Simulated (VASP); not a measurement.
# CsSnI3 (P4/mmm) in VASP: a series of runs

The runs below take CsSnI3 through single point, with r2SCAN.

All numbers are computed with VASP 6.6.1; they aren't measurements. Logs are shortened: lines on timing, memory, paths and dates and some standing lists are left out, and cuts for length are marked.

### 1 The cell of the first run

The structure is tetragonal, space group P4/mmm (No. 123). Conventional cell: a = 6.179 Å, b = 6.179 Å, c = 6.259 Å, α = 90.00°, β = 90.00°, γ = 90.00°. Cs (site symmetry 4/mmm) has 12 I at 4.37 to 4.40 Å and 8 Sn at 5.37 Å within 5.7 Å. Sn (site symmetry 4/mmm) has 6 I at 3.09 to 3.13 Å within 4.1 Å. I (site symmetry 4/mmm) has 2 Sn at 3.13 Å within 4.1 Å. I (site symmetry mmm) has 2 Sn at 3.09 Å within 4.1 Å.

### 2 Single point, r2SCAN (epitaxial xy strain -1.0%)

POSCAR reads:

```
CsSnI3
1.0
    6.1790757978      0.0000000000      0.0000000000
    0.0000000000      6.1790757978      0.0000000000
    0.0000000000      0.0000000000      6.2590948667
Cs Sn I
1 1 3
Direct
    0.0000000000      0.0000000000      0.0000000000
    0.5000000000      0.5000000000      0.5000000000
    0.5000000000      0.5000000000      0.0000000000
    0.5000000000      0.0000000000      0.5000000000
    0.0000000000      0.5000000000      0.5000000000
```

INCAR.step1 reads:

```
SYSTEM = CsSnI3
PREC = Accurate ; ENCUT = 520
ISMEAR = 0 ; SIGMA = 0.01
LREAL = .FALSE. ; LASPH = .TRUE.
NELM = 60 ; NBANDS = 30
GGA = PE ; ALGO = Normal
EDIFF = 1E-4 ; LWAVE = .TRUE.
LCHARG = .FALSE.
```

INCAR.step2 reads:

```
SYSTEM = CsSnI3
PREC = Accurate ; ENCUT = 520
EDIFF = 1E-7 ; ISMEAR = 0
SIGMA = 0.01 ; LREAL = .FALSE.
LASPH = .TRUE. ; NELM = 60
ALGO = Normal ; ISIF = 2
LWAVE = .FALSE. ; LCHARG = .TRUE.
METAGGA = R2SCAN ; LMIXTAU = .TRUE.
LELF = .TRUE. ; LVHAR = .TRUE.
NBANDS = 30 ; ISTART = 1
```

KPOINTS reads:

```
regular mesh
0
G
  4 4 4
  0 0 0
```

Potentials or basis: VASP PAW PBE potentials, release 64 (Cs_sv, Sn_d, I).

The run is started by

```sh
$ cat potpaw_PBE.64/Cs_sv/POTCAR potpaw_PBE.64/Sn_d/POTCAR potpaw_PBE.64/I/POTCAR > POTCAR
$ cp INCAR.step1 INCAR
$ mpirun -np 1 vasp_std > vasp.out
$ cp INCAR.step2 INCAR
$ mpirun -np 1 vasp_std > vasp.out
```

OUTCAR:

```text
SYSTEM = CsSnI3
   PREC = Accurate
   ENCUT = 520
   EDIFF = 1E-7
   ISMEAR = 0
   LREAL = .FALSE.
   LASPH = .TRUE.
   NELM = 60
   ISIF = 2
   METAGGA = R2SCAN
   ISTART = 1

 ion  position               nearest neighbor table
   1  0.000  0.000  0.000-
   2  0.500  0.500  0.500-   4 3.09   5 3.09   4 3.09   5 3.09   3 3.13   3 3.13
   3  0.500  0.500  0.000-   2 3.13   2 3.13
   4  0.500  0.000  0.500-   2 3.09   2 3.09
   5  0.000  0.500  0.500-   2 3.09   2 3.09

  LATTYP: Found a simple tetragonal cell.
 ALAT       =     6.1790757978
 C/A-ratio  =     1.0129500060

  Lattice vectors:

 A1 = (   6.1790757978,   0.0000000000,   0.0000000000)
 A2 = (   0.0000000000,   6.1790757978,   0.0000000000)
 A3 = (   0.0000000000,   0.0000000000,   6.2590948667)

Analysis of symmetry for initial positions (statically):
=====================================================================
 Subroutine PRICEL returns:
 Original cell was already a primitive cell.

 Routine SETGRP: Setting up the symmetry group for a
 simple tetragonal supercell.

 Subroutine GETGRP returns: Found 16 space group operations
 (whereof 16 operations were pure point group operations)
 out of a pool of 16 trial point group operations.

The static configuration has the point symmetry D_4h.

Analysis of symmetry for dynamics (positions and initial velocities):
=====================================================================
 Subroutine PRICEL returns:
 Original cell was already a primitive cell.

 Routine SETGRP: Setting up the symmetry group for a
 simple tetragonal supercell.

 Subroutine GETGRP returns: Found 16 space group operations
 (whereof 16 operations were pure point group operations)
 out of a pool of 16 trial point group operations.

The dynamic configuration has the point symmetry D_4h.

 Subroutine INISYM returns: Found 16 space group operations
 (whereof 16 operations are pure point group operations),
 and found     1 'primitive' translations

----------------------------------------------------------------------------------------

                                     Primitive cell

  volume of cell :     238.9784

[... 84 lines left out ...]
   LASPH  =      T    aspherical Exc in radial PAW
   ENCUT  =  520.0 eV  38.22 Ry    6.18 a.u.  11.49 11.49 11.64*2*pi/ulx,y,z
   NELM   =     60;   NELMIN=  2; NELMDL=  0     # of ELM steps
   EDIFF  = 0.1E-06   stopping-criterion for ELM
   LREAL  =      F    real-space projection
   EDIFFG = 0.1E-05   stopping-criterion for IOM
   NSW    =      0    number of steps for IOM
   IBRION =     -1    ionic relax: 0-MD 1-quasi-New 2-CG
   NFREE  =      0    steps in history (QN), initial steepest desc. (CG)
   ISIF   =      2    stress and relaxation
   ISYM   =      2    0-nonsym 1-usesym 2-fastsym
   POTIM  = 0.5000    time-step for ionic-motion
   TEBEG  =    0.0;   TEEND  =   0.0 temperature during run
   PSTRESS=    0.0 pullay stress
   NELECT =      44.0000    total number of electrons
   NUPDOWN=      -1.0000    fix difference up-down
   EMIN   =  10.00;   EMAX   =-10.00  energy-range for DOS
   EFERMI =   0.00;   METHOD = LEGACY
   ISMEAR =     0;   SIGMA  =   0.01  broadening in eV -4-tet -1-fermi 0-gaus
   EFERMI_NEDOS =   21; number of points for ismear=-14 and -15
   IALGO  =     38    algorithm
   IMIX   =      4    mixing-type and parameters
     AMIX     =   0.40;   BMIX     =  1.00
     AMIX_MAG =   1.60;   BMIX_MAG =  1.00
  volume/ion in A,a.u.               =      47.80       322.54
  Fermi-wavevector in a.u.,A,eV,Ry     =   0.931336  1.759969 11.801503  0.867386
  Thomas-Fermi vector in A             =   2.057818
   LORBIT       =      0    0 simple, 1 ext, 2 COOP (PROOUT), +10 PAW based schemes
   METAGGA = R2SCAN    functional components
   LHFCALC =     F    Hartree Fock is set to
   AEXX    =    0.0000 exact exchange contribution
   IVDW    =     0    specifies the selected vdW correction
   LEPSILON=     F    determine dielectric tensor
   LRPA    =     F    only Hartree local field effects (RPA)
 non-spin polarized calculation
 Gauss-broadening in eV      SIGMA  =   0.01
  energy-cutoff  :      520.00
  volume of cell :      238.98
 maximum number of plane-waves:      6467
 NGX is ok and might be reduce to    48
   NGX = 23   NGY = 23   NGZ = 23

 number of electron      43.9999987 magnetization

 Free energy of the ion-electron system (eV)
  ---------------------------------------------------
  ext. energy  EPLUGINS =         0.00000000
  ---------------------------------------------------
  free energy    TOTEN  =      -128.62360606 eV

  energy without entropy =     -128.62360606  energy(sigma->0) =     -128.62360606

 E-fermi :   2.8995     XC(G=0):  -7.9057

 val. band max:        2.8527759149   @ k =   0.5000   0.5000   0.5000
 cond. band min:       3.2116501889   @ k =   0.5000   0.5000   0.5000
 fundamental gap:      0.3588742740
 Fermi energy:         2.8995102958

 k-point     1 :       0.0000    0.0000    0.0000
  band No.  band energies     occupation
      1     -20.2778      2.00000
      2     -20.1215      2.00000
      3     -20.1206      2.00000
      4     -20.0947      2.00000
      5     -20.0947      2.00000
      6     -20.0925      2.00000
[... 583 lines left out ...]
     29       7.1676      0.00000
     30       8.3245      0.00000

------------------------ aborting loop because EDIFF is reached ----------------------------------------

  FORCE on cell =-STRESS in cart. coord.  units (eV):
  Direction    XX          YY          ZZ          XY          YZ          ZX
  --------------------------------------------------------------------------------------
  -------------------------------------------------------------------------------------
  Total        0.7405657      0.7405657     -0.0022905      0.0000000      0.0000000      0.0000000
  in kB        4.9649585      4.9649585     -0.0153565      0.0000000      0.0000000      0.0000000
  external PRESSURE =       3.3048535 kB  Pullay stress =       0.0000000 kB

 VOLUME and BASIS-vectors are now :
 -----------------------------------------------------------------------------
  energy-cutoff  :      520.00
  volume of cell :      238.98
      direct lattice vectors                 reciprocal lattice vectors
     6.179075798  0.000000000  0.000000000     0.161836500  0.000000000  0.000000000
     0.000000000  6.179075798  0.000000000     0.000000000  0.161836500  0.000000000
     0.000000000  0.000000000  6.259094867     0.000000000  0.000000000  0.159767510

 POSITION                                       TOTAL-FORCE (eV/Angst)
 -----------------------------------------------------------------------------------
      0.00000      0.00000      0.00000         0.000000      0.000000      0.000000
      3.08954      3.08954      3.12955         0.000000      0.000000      0.000000
      3.08954      3.08954      0.00000         0.000000      0.000000      0.000000
      3.08954      0.00000      3.12955         0.000000      0.000000      0.000000
      0.00000      3.08954      3.12955         0.000000      0.000000      0.000000
 -----------------------------------------------------------------------------------
    total drift:                                0.000000     -0.000000     -0.000000

  FREE ENERGIE OF THE ION-ELECTRON SYSTEM (eV)
  ---------------------------------------------------
  free  energy   TOTEN  =      -128.6236060620 eV

  energy  without entropy=     -128.6236060620  energy(sigma->0) =     -128.62360606
```

OUTCAR.step1:

```text
SYSTEM = CsSnI3
   PREC = Accurate
   ENCUT = 520
   ISMEAR = 0
   LREAL = .FALSE.
   LASPH = .TRUE.
[... 819 lines left out ...]
      3.08954      3.08954      0.00000         0.000000      0.000000      0.000000
      3.08954      0.00000      3.12955         0.000000      0.000000      0.000000
      0.00000      3.08954      3.12955         0.000000      0.000000      0.000000
 -----------------------------------------------------------------------------------
    total drift:                                0.000000     -0.000000     -0.000000

  FREE ENERGIE OF THE ION-ELECTRON SYSTEM (eV)
  ---------------------------------------------------
  free  energy   TOTEN  =       -13.9432838739 eV

  energy  without entropy=      -13.9432838739  energy(sigma->0) =      -13.94328387
```

Run time: 13 min. Hardware: 1 thread of Oxide Virtual Turin-like, shared host; peak memory 0.41 GiB.

Results:

- Free energy: -128.6236 eV
- Pressure: 0.3 GPa
- Band gap on the k mesh: 0.36 eV, direct

Caveat: the cell differs from its parent crystal (epitaxial xy strain -1.0%); the PAW data sets were made with another functional, which shifts forces and pressure a little; spin-orbit coupling is left out, which moves the levels of the heavy elements. A k mesh can miss the band edges.

### 3 Single point, r2SCAN (epitaxial xy strain +1.0%)

POSCAR, as its differences from that of step 2:

```diff
@@ -2,5 +2,5 @@
 1.0
-    6.1790757978      0.0000000000      0.0000000000
-    0.0000000000      6.1790757978      0.0000000000
-    0.0000000000      0.0000000000      6.2590948667
+    6.3039056119      0.0000000000      0.0000000000
+    0.0000000000      6.3039056119      0.0000000000
+    0.0000000000      0.0000000000      6.2272297984
 Cs Sn I
```

INCAR.step1 reads:

```
PREC = Accurate
ENCUT = 520
ISMEAR = 0
SIGMA = 0.01
LREAL = F
LASPH = T
NELM = 60
NBANDS = 30
GGA = PE
ALGO = Normal
EDIFF = 1E-4
LWAVE = T
LCHARG = F
```

INCAR.step2 reads:

```
PREC = Accurate
ENCUT = 520
EDIFF = 1E-7
ISMEAR = 0
SIGMA = 0.01
LREAL = F
LASPH = T
NELM = 60
ALGO = Normal
ISIF = 2
LWAVE = F
LCHARG = T
METAGGA = R2SCAN
LMIXTAU = T
LELF = T
LVHAR = T
NBANDS = 30
ISTART = 1
```

KPOINTS reads:

```
Automatic mesh
0
Gamma
  4 4 4
```

Potentials or basis: VASP PAW PBE potentials, release 64 (Cs_sv, Sn_d, I).

The run is started by

```sh
$ cat potpaw_PBE.64/Cs_sv/POTCAR potpaw_PBE.64/Sn_d/POTCAR potpaw_PBE.64/I/POTCAR > POTCAR
$ cp INCAR.step1 INCAR
$ mpirun -np 1 vasp_std > vasp.out
$ cp INCAR.step2 INCAR
$ mpirun -np 1 vasp_std > vasp.out
```

OUTCAR:

```text
PREC = Accurate
   ENCUT = 520
   EDIFF = 1E-7
   ISMEAR = 0
   LREAL = F
   LASPH = T
   NELM = 60
   ISIF = 2
   METAGGA = R2SCAN
   ISTART = 1

 ion  position               nearest neighbor table
   1  0.000  0.000  0.000-
   2  0.500  0.500  0.500-   3 3.11   3 3.11   5 3.15   4 3.15   4 3.15   5 3.15
   3  0.500  0.500  0.000-   2 3.11   2 3.11
   4  0.500  0.000  0.500-   2 3.15   2 3.15
   5  0.000  0.500  0.500-   2 3.15   2 3.15
[... 789 lines left out ...]
  Direction    XX          YY          ZZ          XY          YZ          ZX
  --------------------------------------------------------------------------------------
  -------------------------------------------------------------------------------------
  Total       -0.6587020     -0.6587020     -0.0076012      0.0000000      0.0000000      0.0000000
  in kB       -4.2646684     -4.2646684     -0.0492128      0.0000000      0.0000000      0.0000000
  external PRESSURE =      -2.8595166 kB  Pullay stress =       0.0000000 kB

 VOLUME and BASIS-vectors are now :
 -----------------------------------------------------------------------------
  energy-cutoff  :      520.00
  volume of cell :      247.47
      direct lattice vectors                 reciprocal lattice vectors
     6.303905612  0.000000000  0.000000000     0.158631817  0.000000000  0.000000000
     0.000000000  6.303905612  0.000000000     0.000000000  0.158631817  0.000000000
     0.000000000  0.000000000  6.227229798     0.000000000  0.000000000  0.160585049

 POSITION                                       TOTAL-FORCE (eV/Angst)
 -----------------------------------------------------------------------------------
      0.00000      0.00000      0.00000         0.000000      0.000000      0.000000
      3.15195      3.15195      3.11361         0.000000      0.000000      0.000000
      3.15195      3.15195      0.00000         0.000000      0.000000      0.000000
      3.15195      0.00000      3.11361         0.000000      0.000000      0.000000
      0.00000      3.15195      3.11361         0.000000      0.000000      0.000000
 -----------------------------------------------------------------------------------
    total drift:                                0.000000     -0.000000     -0.000000

  FREE ENERGIE OF THE ION-ELECTRON SYSTEM (eV)
  ---------------------------------------------------
  free  energy   TOTEN  =      -128.6257611534 eV

  energy  without entropy=     -128.6257611534  energy(sigma->0) =     -128.62576115
```

OUTCAR.step1:

```text
PREC = Accurate
   ENCUT = 520
   ISMEAR = 0
   LREAL = F
[... 819 lines left out ...]
      3.15195      3.15195      3.11361         0.000000      0.000000      0.000000
      3.15195      3.15195      0.00000         0.000000      0.000000      0.000000
      3.15195      0.00000      3.11361         0.000000      0.000000      0.000000
      0.00000      3.15195      3.11361         0.000000      0.000000      0.000000
 -----------------------------------------------------------------------------------
    total drift:                                0.000000     -0.000000     -0.000000

  FREE ENERGIE OF THE ION-ELECTRON SYSTEM (eV)
  ---------------------------------------------------
  free  energy   TOTEN  =       -13.9704160723 eV

  energy  without entropy=      -13.9704160723  energy(sigma->0) =      -13.97041607
```

OSZICAR.step1:

```text
N       E                     dE             d eps       ncg     rms          rms(c)
DAV:   1     0.341619731499E+03    0.34162E+03   -0.17909E+04  1080   0.132E+03
DAV:   2     0.283752183993E+02   -0.31324E+03   -0.29929E+03  1254   0.273E+02
DAV:   3    -0.125408906285E+02   -0.40916E+02   -0.40452E+02  1252   0.112E+02
DAV:   4    -0.142298919332E+02   -0.16890E+01   -0.16842E+01  1382   0.264E+01
DAV:   5    -0.142849994609E+02   -0.55108E-01   -0.55102E-01  1622   0.454E+00    0.396E+00
DAV:   6    -0.139935362448E+02    0.29146E+00   -0.42298E-01  1392   0.333E+00    0.258E+00
DAV:   7    -0.139652836998E+02    0.28253E-01   -0.31284E-01  1410   0.217E+00    0.105E+00
DAV:   8    -0.139705854284E+02   -0.53017E-02   -0.46091E-02  1284   0.138E+00    0.298E-01
DAV:   9    -0.139701273960E+02    0.45803E-03   -0.45375E-03  1428   0.494E-01    0.131E-01
DAV:  10    -0.139703675219E+02   -0.24013E-03   -0.75798E-04  1220   0.131E-01    0.493E-02
DAV:  11    -0.139704160723E+02   -0.48550E-04   -0.28830E-04  1126   0.110E-01
   1 F= -.13970416E+02 E0= -.13970416E+02  d E =-.110120E-22
```

Wall time 9.3 min (1 thread of Oxide Virtual Turin-like, shared host); peak memory 0.41 GiB.

Results:

```yaml
Free_energy: -128.6258 eV
Pressure: -0.3 GPa
Band_gap_on_the_k_mesh: 0.55 eV, direct
```

Levels at points of the mesh, in eV from the valence-band top:
```tsv
k point	band 19	band 20	band 21	band 22	band 23	band 24	band 25	band 26
(0.00, 0.00, 0.00)	-2.37	-2.24	-2.23	-2.23	2.69	3.53	3.56	3.92
(0.50, 0.00, 0.00)	-2.52	-2.35	-2.34	-1.65	1.29	4.17	4.34	4.49
(0.50, 0.50, 0.00)	-2.65	-2.60	-1.83	-0.85	0.99	0.99	4.38	4.74
(0.00, 0.00, 0.50)	-2.52	-2.35	-2.35	-1.56	1.31	4.22	4.34	4.46
(0.50, 0.00, 0.50)	-2.66	-2.61	-1.81	-0.77	0.96	1.02	4.14	4.75
(0.50, 0.50, 0.50)	-1.81	-1.79	-1.79	0.00	0.55	0.55	0.64	3.53
```

Caveat: the cell differs from its parent crystal (epitaxial xy strain +1.0%); the PAW data sets were made with another functional, which shifts forces and pressure a little; spin-orbit coupling is left out, which moves the levels of the heavy elements.
